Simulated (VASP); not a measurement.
Runs of VASP 6.6.1 on GaS5. The structure is that of space group F-43m (No. 216), or close to it. The cells are those of the table. 

| task | cell | k mesh | cutoff (eV) | gap on the mesh (eV) | pressure (GPa) | relaxed volume (Å³/atom) | largest force (eV/Å) |
| --- | --- | --- | --- | --- | --- | --- | --- |
| single point | a = 5.469 Å, angles 60.0°, 6 atoms | 4 × 4 × 4 | 520 | none | -0.2 | - | 0.14 |
| relaxation of cell and atoms | relaxed from a = 5.656 Å, angles 60.0°, 6 atoms | 4 × 4 × 4 | 600 | none | -0.1 | 19.34 | 0.01 |
| single point | a = 5.408 Å, angles 60.0°, 6 atoms | 8 × 8 × 8 | 520 | none | -0.2 | - | (a) |
| relaxation of cell and atoms | relaxed from a = 5.469 Å, angles 60.0°, 6 atoms | 8 × 8 × 8 | 600 | none | -0.1 | 18.69 | - |

Alike in all rows: level PBE; potentials or basis VASP PAW PBE potentials, release 64 (Ga_d, S); no spin polarisation; smearing gaussian 0.1 eV.

Problem. Fill in the values left out.

Solution. (a) 0.06.

A k mesh can miss the band edges, and the runs leave out spin-orbit coupling on Ga.

A gap of «none» marks levels without a gap at the run's occupations.
